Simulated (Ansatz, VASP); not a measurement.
# Two plane-wave programs on Ge

File INCAR:

```
SYSTEM = Ge
  PREC = Accurate
  ENCUT = 600
  EDIFF = 1E-7
  ISMEAR = 0
  SIGMA = 0.1
  LREAL = .False.
  LASPH = .True.
  NELM = 80
  ALGO = Normal
  ISIF = 3
  LWAVE = .False.
  LCHARG = .False.
  GGA = PE
  IBRION = 2
  NSW = 90
  EDIFFG = -0.04
```

KPOINTS

```
regular mesh
0
Gamma
  3 3 4
  0 0 0
```

The input POSCAR:

```
Ge
1.0
    7.5136389287      0.0000000000      0.0000000000
   -3.7568194644      6.5070021871      0.0000000000
    0.0000000000      0.0000000000      4.6027619643
Ge
8
Direct
    0.3402235341      0.0000000000      0.1418205333
    0.0000000000      0.3402235341      0.1418205333
    0.6597764659      0.6597764659      0.1418205333
    0.6597764659      0.0000000000      0.1418205333
    0.0000000000      0.6597764659      0.1418205333
    0.3402235341      0.3402235341      0.1418205333
    0.3333333333      0.6666666667      0.4914444800
    0.6666666667      0.3333333333      0.4914444800
```

Input for Ansatz:

```yaml
crystal:
  lattice:
    - [7.5136389287, 0.0, 0.0]
    - [-3.7568194644, 6.5070021871, 0.0]
    - [0.0, 0.0, 4.6027619643]
  atoms:
    - { symbol: Ge, position: [0.3402235341, 0.0, 0.1418205333] }
    - { symbol: Ge, position: [0.0, 0.3402235341, 0.1418205333] }
    - { symbol: Ge, position: [0.6597764659, 0.6597764659, 0.1418205333] }
    - { symbol: Ge, position: [0.6597764659, 0.0, 0.1418205333] }
    - { symbol: Ge, position: [0.0, 0.6597764659, 0.1418205333] }
    - { symbol: Ge, position: [0.3402235341, 0.3402235341, 0.1418205333] }
    - { symbol: Ge, position: [0.3333333333, 0.6666666667, 0.49144448] }
    - { symbol: Ge, position: [0.6666666667, 0.3333333333, 0.49144448] }
basis:
  ecutwfc: 420
kpoints:
  mp_grid: { grid: [3, 3, 4] }
hamiltonian:
  xc: pbe
scf:
  occupations: { method: gaussian, width: 0.1 }
  lower_state_search: "off"
output:
  forces: true
  stress: true
  eigenvalues: true
relax:
  adjacent_minimum: "off"
  f_tol: 0.04
  max_steps: 70
  cell: { stress_tol: 0.4 }
```

Alike in both runs: task relaxation of cell and atoms; functional PBE; k mesh 3 × 3 × 4; occupations gaussian, width 0.1 eV; no spin polarisation.

|  | VASP | Ansatz |
| --- | --- | --- |
| version | VASP 6.6.1 | Ansatz 0.2.0 |
| potentials or method | VASP PAW PBE potentials, release 64 (Ge_d), cutoff 600 eV | scalar-relativistic, plane waves, PAW |
| valence electrons in the cell | 112 | 112 |

```tsv
	VASP	Ansatz	Ansatz less VASP
gap on the k mesh at the Fermi level, each at its own relaxed structure (eV)	none	none	-
relaxed volume (Å³/atom)	21.09	21.08	-0.010
relaxed cell length with the largest relative difference (Å)	3.075	3.078	+0.0036
```

A gap of «none» marks a metal or a gap that the smearing closes.

Noted on VASP's run: the volume moved by over 15 % at a fixed basis, so the end points are rough.
